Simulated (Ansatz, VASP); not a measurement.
**One calculation of BN, two programs**

```xyz
4
Lattice="0.0000 -1.8130 -1.8130 0.0000 1.8130 -1.8130 3.6260 0.0000 0.0000" Properties=species:S:1:pos:R:3 pbc="T T T"
B     1.7230    0.0000   -1.8130
B     0.0900    0.0000    0.0000
N     0.9065    0.9065   -0.9065
N     2.7195   -0.9065   -0.9065
```

Change from the starting cell: mode 12 (1156.9 1/cm) frozen in, largest displacement +0.090 Å.

Alike in both runs: task single point; functional r2SCAN; k mesh 10 × 10 × 6; occupations gaussian, width 0.05 eV; no spin polarisation.

|  | VASP | Ansatz |
| --- | --- | --- |
| version | VASP 6.6.1 | Ansatz 0.2.0 |
| potentials or method | VASP PAW PBE potentials, release 64 (B, N), cutoff 520 eV | scalar-relativistic, plane waves, PAW |
| valence electrons in the cell | 16 | 16 |

Ansatz gave:

| Item | Value |
| --- | --- |
| gap on the k mesh at the Fermi level (eV) | 3.16 |
| least direct gap on the mesh (eV) | 4.61 |
| pressure (GPa) | -2.3 |
| traceless stress, the component that is largest in VASP (GPa) | -4.67 |
| rms of the force components (eV/Å) | 1.929 |

Q: Estimate VASP's values.

A: gap on the k mesh at the Fermi level (eV): 3.14; least direct gap on the mesh (eV): 4.59; pressure (GPa): -1.3; traceless stress, the component that is largest in VASP (GPa): -4.72; rms of the force components (eV/Å): 1.934.

VASP's potentials were made for PBE, not for r2SCAN. Atom by atom the forces differ by 0.005 eV/Å (rms over components). With one functional, cell and mesh, what is left measures potentials, basis and numerics.
